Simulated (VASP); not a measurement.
Wanted: the native input for a VASP 6.6.1 run.

```
Task                   : single point
Functional             : PBEsol
Potentials or basis    : VASP PAW PBE potentials, release 64 (Rh_pv)
Cutoff                 : 500 eV
k mesh                 : 11 × 11 × 3
Occupations            : methfessel-paxton, width 0.05 eV
Spin                   : no spin polarisation
Dipole correction      : no
Further INCAR settings : ALGO = Normal; EDIFF = 1e-06; NBANDS = 38
```

The structure of Rh lies in POSCAR:

```
Rh
1.0
    2.6917400000      0.0000000000      0.0000000000
   -1.3458700000      2.3311200000      0.0000000000
    0.0000000000      0.0000000000      8.7980700000
Rh
4
Direct
    0.0000000000      0.0000000000      0.0000000000
    0.3333333333      0.6666666667      0.2500000000
    0.0000000000      0.0000000000      0.5000000000
    0.6666666667      0.3333333333      0.7500000000
```

This isn't the form of Rh at room conditions, which is fcc.

One way to write it, as run:

INCAR

```
SYSTEM = Rh
ALGO = Normal ; EDIFF = 1E-6
ENCUT = 500 ; GGA = PS
GGA_COMPAT = .FALSE. ; ISIF = 2
ISMEAR = 1 ; LASPH = .TRUE.
LCHARG = .FALSE. ; LREAL = .FALSE.
LWAVE = .FALSE. ; NBANDS = 38
NELM = 120 ; PREC = Accurate
SIGMA = 0.05
```

KPOINTS

```
k-points
0
G
  11 11 3
  0 0 0
```

Potentials or basis: VASP PAW PBE potentials, release 64 (Rh_pv).

The run is started by

```sh
$ cat potpaw_PBE.64/Rh_pv/POTCAR > POTCAR
$ mpirun -np 1 vasp_std > vasp.out
```

It gave:

| Property | Result |
| --- | --- |
| Pressure | -5.7 GPa |
| Band gap on the k mesh | zero (bands 30 and 31 overlap by 1.64 eV) |

Caveat: the cell stands under tension; the PAW data sets were made with another functional, which shifts forces and pressure a little.

It took 69 s on 1 thread of AMD EPYC 7R13 (shared host), peak memory 0.16 GiB.
